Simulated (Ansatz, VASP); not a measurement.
# One calculation of Mn, two programs

```xyz
2
Lattice="2.4653 0.0000 0.0000 -1.2327 2.1350 0.0000 0.0000 0.0000 4.0026" Properties=species:S:1:pos:R:3 pbc="T T T"
Mn    0.0000    1.4234    1.0007
Mn    1.2327    0.7117    3.0020
```

Alike in both runs: task single point; functional revPBE; k mesh 16 × 16 × 9; occupations fermi-dirac, width 0.05 eV; collinear spin.

|  | VASP | Ansatz |
| --- | --- | --- |
| version | VASP 6.6.1 | Ansatz 0.2.0 |
| potentials or method | VASP PAW PBE potentials, release 64 (Mn_pv), cutoff 520 eV | plane waves (420 eV) with PAW, scalar-relativistic |
| valence electrons in the cell | 26 | 30 |

|  | VASP | Ansatz | Ansatz less VASP |
| --- | --- | --- | --- |
| pressure (GPa) | 9.8 | 9.6 | -0.18 |
| traceless stress, the component that is largest in VASP (GPa) | -0.64 | -0.65 | -0.003 |
| net moment per atom (μB) | 0.00 | 0.00 | 0.000 |
| size of the moment on the site where the two differ most (μB) | 0.41 | 0.36 | -0.054 |

VASP's potentials were made for PBE, not for revPBE. Site moments also hang on the region over which each program counts them. VASP's potentials hold 26 valence electrons a cell and Ansatz's 30, so a difference there can come from the potentials and not from the codes.
